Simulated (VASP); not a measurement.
InSb:

```
In Sb
1.0
     0.00000    3.23910    3.23910
     3.23910    0.00000    3.23910
     3.23910    3.23910    0.00000
In Sb
1 1
Direct
  0.00000 0.00000 0.00000
  0.25000 0.25000 0.25000
```

* Program: VASP 6.6.1
* Task: relaxation of cell and atoms
* Functional: r2SCAN
* Potentials or basis: VASP PAW PBE potentials, release 64 (In_d, Sb)
* Cutoff: 600 eV
* k mesh: 9 × 9 × 9
* Occupations: fermi-dirac, width 0.1 eV
* Spin: no spin polarisation

At the start: pressure 1.7 GPa; volume 33.98 Å³/atom.

**Question.** Where does the relaxation end?

**Answer.** Over 3 steps the energy falls by 6.6 meV/atom and the volume is 35.25 Å³/atom (+3.7 %); space group F-43m (No. 216, to 0.1 Å) before and after.

Step by step:
```
step  energy change (eV)  largest force (eV/Å)  pressure (GPa)  volume (Å³)
   1              0.0000                0.0000            1.73        67.97
   2             -0.0107                0.0000           -0.68        71.64
   3             -0.0132                0.0000            0.00        70.49
```

Final structure:
```xyz
2
Lattice="0.0000 3.2788 3.2788 3.2788 0.0000 3.2788 3.2788 3.2788 0.0000" Properties=species:S:1:pos:R:3 pbc="T T T"
In    0.0000    0.0000    0.0000
Sb    1.6394    1.6394    1.6394
```

Caveat: the PAW data sets were made with another functional, which shifts forces and pressure a little.
